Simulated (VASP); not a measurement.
Input of a VASP 6.6.1 run:

Contents of INCAR:

```
SYSTEM = BaZrO3
  PREC = Accurate
  ENCUT = 520
  EDIFF = 1E-7
  ISMEAR = 0
  SIGMA = 0.05
  LREAL = .False.
  LASPH = .True.
  NELM = 60
  ALGO = Normal
  ISIF = 2
  LWAVE = .False.
  LCHARG = .False.
  GGA = PE
  NBANDS = 28
```

KPOINTS

```
regular mesh
0
Gamma
  4 4 4
  0 0 0
```

Contents of POSCAR:

```
BaZrO3
1.0
    4.1815040793      0.0000000000      0.0000000000
    0.0000000000      4.1815040793      0.0000000000
    0.0000000000      0.0000000000      4.1815040793
Ba Zr O
1 1 3
Direct
    0.0000000000      0.0000000000      0.0000000000
    0.5000000000      0.5000000000      0.5000000000
    0.0000000000      0.5000000000      0.5000000000
    0.5000000000      0.5000000000      0.0000000000
    0.5000000000      0.0000000000      0.5000000000
```

Potentials or basis: VASP PAW PBE potentials, release 64 (Ba_sv, Zr_sv, O).

Launch:

```console
$ cat potpaw_PBE.64/Ba_sv/POTCAR potpaw_PBE.64/Zr_sv/POTCAR potpaw_PBE.64/O/POTCAR > POTCAR
$ mpirun -np 1 vasp_std > vasp.out
```

Q: Estimate the pressure.

A: 6.4 GPa.

Q: What does it give for the band gap on the k mesh?

A: 3.20 eV, indirect (least direct gap 3.41 eV).

Caveat: spin-orbit coupling is left out, which moves the levels of the heavy elements. As with any semilocal functional, this PBE gap is likely too small.
